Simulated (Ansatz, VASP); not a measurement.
One calculation of GaCuSe2, two programs

The input INCAR:

```
ALGO = Normal
EDIFF = 1E-6
ENCUT = 520
GGA = PE
ISIF = 2
ISMEAR = -1
LASPH = T
LCHARG = F
LREAL = F
LWAVE = F
NBANDS = 26
NELM = 100
PREC = Accurate
SIGMA = 0.05
```

KPOINTS

```
k-points
0
Gamma
  7 7 5
```

The input POSCAR:

```
GaCuSe2
1.0
    3.7234041251      0.0000000000      0.0000000000
    0.0000000000      3.7234041251      0.0000000000
    0.0000000000      0.0000000000      5.1947215865
Se Ga Cu
2 1 1
Direct
    0.5000000000      0.5000000000      0.0000000000
    0.0000000000      0.0000000000      0.5000000000
    0.5000000000      0.5000000000      0.5000000000
    0.0000000000      0.0000000000      0.0000000000
```

Contents of input.yaml:

```yaml
crystal:
  lattice:
    - [3.7234041251, 0.0, 0.0]
    - [0.0, 3.7234041251, 0.0]
    - [0.0, 0.0, 5.1947215865]
  atoms:
    - { symbol: Se, position: [0.5, 0.5, 0.0] }
    - { symbol: Se, position: [0.0, 0.0, 0.5] }
    - { symbol: Ga, position: [0.5, 0.5, 0.5] }
    - { symbol: Cu, position: [0.0, 0.0, 0.0] }
hamiltonian:
  xc: pbe
  pseudopotentials: { kind: paw }
kpoints:
  mp_grid: { grid: [7, 7, 5] }
scf:
  occupations: { method: fermi_dirac, width: 0.05 }
output:
  forces: true
  stress: true
  eigenvalues: true
```

Alike in both runs: task single point; functional PBE; k mesh 7 × 7 × 5; occupations fermi-dirac, width 0.05 eV; no spin polarisation.

```csv
,VASP,Ansatz
version,VASP 6.6.1,Ansatz 0.2.0
potentials or method,"VASP PAW PBE potentials, release 64 (Se, Ga_d, Cu)",Ansatz PAW
plane-wave cutoff (eV),520,420
valence electrons in the cell,36,64
```

VASP gave:

| Item | Value |
| --- | --- |
| gap on the k mesh at the Fermi level (eV) | none |
| pressure (GPa) | 3.6 |
| traceless stress, the component that is largest in VASP (GPa) | -0.30 |

Q: Which values does Ansatz return?

A: gap on the k mesh at the Fermi level (eV): none; pressure (GPa): 3.5; traceless stress, the component that is largest in VASP (GPa): -0.35.

A gap of «none» marks a metal or a gap that the smearing closes. VASP's potentials hold 36 valence electrons a cell and Ansatz's 64, so a difference there can come from the potentials and not from the codes.
